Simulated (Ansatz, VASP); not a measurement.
PbO2 in VASP and in Ansatz

Contents of INCAR:

```
ALGO     = Normal         # electronic algorithm
EDIFF    = 1E-6           # SCF threshold, eV
EDIFFG   = -0.005         # ionic threshold
ENCUT    = 600            # plane-wave cutoff, eV
GGA      = PS             # functional
IBRION   = 2              # ionic algorithm
ISIF     = 3              # what is computed and relaxed
ISMEAR   = 0              # smearing method
LASPH    = T              # aspherical terms in the spheres
LCHARG   = F              # write CHGCAR
LREAL    = F              # projectors in reciprocal space
LWAVE    = F              # write WAVECAR
NELM     = 100            # most SCF steps
NSW      = 100            # ionic steps
PREC     = Accurate       # precision mode
SIGMA    = 0.1            # smearing width, eV
```

The input KPOINTS:

```
k-points
0
Gamma
  8 8 10
```

The input POSCAR:

```
PbO2
1.0
    4.9973209650      0.0000000000      0.0000000000
    0.0000000000      4.9973209650      0.0000000000
    0.0000000000      0.0000000000      3.4114793221
Pb O
2 4
Direct
    0.0000000000      0.0000000000      0.0000000000
    0.5000000000      0.5000000000      0.5000000000
    0.3076244527      0.3076244527      0.0000000000
    0.1923755473      0.8076244527      0.5000000000
    0.6923755473      0.6923755473      0.0000000000
    0.8076244527      0.1923755473      0.5000000000
```

Input for Ansatz:

```yaml
crystal:
  lattice:
    - [4.9973211065, 0.0, 0.0]
    - [0.0, 4.9973211065, 0.0]
    - [0.0, 0.0, 3.41147924]
  atoms:
    - { symbol: Pb, position: [0.0, 0.0, 0.0] }
    - { symbol: Pb, position: [0.5, 0.5, 0.5] }
    - { symbol: O, position: [0.3076244509, 0.3076244509, 0.0] }
    - { symbol: O, position: [0.1923755491, 0.8076244509, 0.5] }
    - { symbol: O, position: [0.6923755491, 0.6923755491, 0.0] }
    - { symbol: O, position: [0.8076244509, 0.1923755491, 0.5] }
basis:
  ecutwfc: 420
kpoints:
  mp_grid: { grid: [8, 8, 10] }
hamiltonian:
  xc: pbesol
scf:
  occupations: { method: gaussian, width: 0.1 }
output:
  forces: true
  stress: true
  eigenvalues: true
  write_density: true
  write_potential: true
  elf: true
  volumetric_format: npy
relax:
  adjacent_minimum: "off"
  f_tol: 0.005
  max_steps: 80
  cell: { stress_tol: 0.05 }
```

Alike in both runs: task relaxation of cell and atoms; functional PBEsol; k mesh 8 × 8 × 10; occupations gaussian, width 0.1 eV; no spin polarisation.

|  | VASP | Ansatz |
| --- | --- | --- |
| version | VASP 6.6.1 | Ansatz 0.2.0 |
| potentials or method | VASP PAW PBE potentials, release 64 (Pb_d, O), cutoff 600 eV | scalar-relativistic, plane waves, PAW |
| valence electrons in the cell | 52 | 52 |

|  | VASP | Ansatz | Ansatz less VASP |
| --- | --- | --- | --- |
| gap on the k mesh at the Fermi level, each at its own relaxed structure (eV) | none | none | - |
| relaxed volume (Å³/atom) | 14.22 | 14.20 | -0.018 |
| relaxed length of the cell vector where the two differ most in proportion (Å) | 3.414 | 3.411 | -0.0023 |

VASP's potentials were made for PBE, not for PBEsol. A gap of «none» marks a metal or a gap that the smearing closes.

Spin-orbit coupling is off throughout.
